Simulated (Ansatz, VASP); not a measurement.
**Hg: VASP beside Ansatz**

```
CELL_PARAMETERS angstrom
4.74478 0.00000 0.00000
0.00000 4.74478 0.00000
0.00000 0.00000 4.74478
ATOMIC_POSITIONS crystal
Hg 0.50000 0.00000 0.00000
Hg 0.00000 0.50000 0.00000
Hg 0.00000 0.00000 0.50000
```

Alike in both runs: task relaxation of cell and atoms; functional PBE; k mesh 10 × 10 × 10; occupations gaussian, width 0.1 eV; no spin polarisation.

|  | VASP | Ansatz |
| --- | --- | --- |
| version | VASP 6.6.1 | Ansatz 0.2.0 |
| potentials or method | VASP PAW PBE potentials, release 64 (Hg), cutoff 600 eV | scalar-relativistic, plane waves, PAW |
| valence electrons in the cell | 36 | 60 |

|  | VASP | Ansatz | Ansatz less VASP |
| --- | --- | --- | --- |
| gap on the k mesh at the Fermi level, each at its own relaxed structure (eV) | none | none | - |
| relaxed volume (Å³/atom) | 36.05 | 35.61 | -0.448 |
| relaxed cell length with the largest relative difference (Å) | 4.765 | 4.745 | -0.0198 |

A gap of «none» marks a metal or a gap that the smearing closes. VASP's potentials hold 36 valence electrons a cell and Ansatz's 60, so a difference there can come from the potentials and not from the codes.

Neither program's run includes spin-orbit coupling.
